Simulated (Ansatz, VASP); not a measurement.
## Two plane-wave programs on Si

```
Si
1.0
     4.93090    0.00000    0.00000
     0.00000    4.93090    0.00000
     0.00000    0.00000    4.93090
Si
8
Direct
  0.00000 0.00000 0.00000
  0.50000 0.50000 0.50000
  0.25000 0.00000 0.50000
  0.75000 0.00000 0.50000
  0.50000 0.25000 0.00000
  0.50000 0.75000 0.00000
  0.00000 0.50000 0.25000
  0.00000 0.50000 0.75000
```

Alike in both runs: functional revPBE; k mesh 5 × 5 × 5; occupations fermi-dirac, width 0.1 eV; no spin polarisation.

Ansatz relaxed the structure, and its values are those at the end. VASP's run is a single point on that final structure, the one shown.

|  | VASP | Ansatz |
| --- | --- | --- |
| version | VASP 6.6.1 | Ansatz 0.2.0 |
| potentials or method | VASP PAW PBE potentials, release 64 (Si), cutoff 520 eV | plane waves (420 eV) with PAW, scalar-relativistic |
| valence electrons in the cell | 32 | 32 |

```tsv
	VASP	Ansatz	Ansatz less VASP
pressure (GPa)	-0.4	0.0	+0.32
```

VASP's potentials were made for PBE, not for revPBE.
